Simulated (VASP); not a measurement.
A run of VASP 6.6.1:

INCAR

```
SYSTEM = ZnO
ALGO = Normal
EDIFF = 1E-6
ENCUT = 520
GGA = PS
ISIF = 2
ISMEAR = 0
LASPH = .True.
LCHARG = .True.
LELF = .True.
LREAL = .False.
LVHAR = .True.
LWAVE = .False.
NBANDS = 26
NELM = 100
PREC = Accurate
SIGMA = 0.01
```

The input KPOINTS:

```
k-points
0
Gamma
  9 9 6
  0 0 0
```

Contents of POSCAR:

```
ZnO
1.0
    3.2309096810      0.0000000000      0.0000000000
   -1.6154548405      2.7980498610      0.0000000000
    0.0000000000      0.0000000000      5.2156080124
Zn O
2 2
Direct
    0.3333333333      0.6666666667      0.0015299804
    0.6666666667      0.3333333333      0.5015299804
    0.3333333333      0.6666666667      0.3804700196
    0.6666666667      0.3333333333      0.8804700196
```

Potentials or basis: VASP PAW PBE potentials, release 64 (Zn, O).

The run is started by

```bash
$ cat potpaw_PBE.64/Zn/POTCAR potpaw_PBE.64/O/POTCAR > POTCAR
$ mpirun -np 1 vasp_std > vasp.out
```

Hardware: 1 thread of Intel(R) Xeon(R) Platinum 8488C (Sapphire Rapids), with other jobs on the host.

How long does it take, and how much memory?

Wall time 24 s on 1 thread of Intel(R) Xeon(R) Platinum 8488C (Sapphire Rapids), on a shared host, peak memory 0.18 GiB. Counts: scf iterations 13, k points 48.
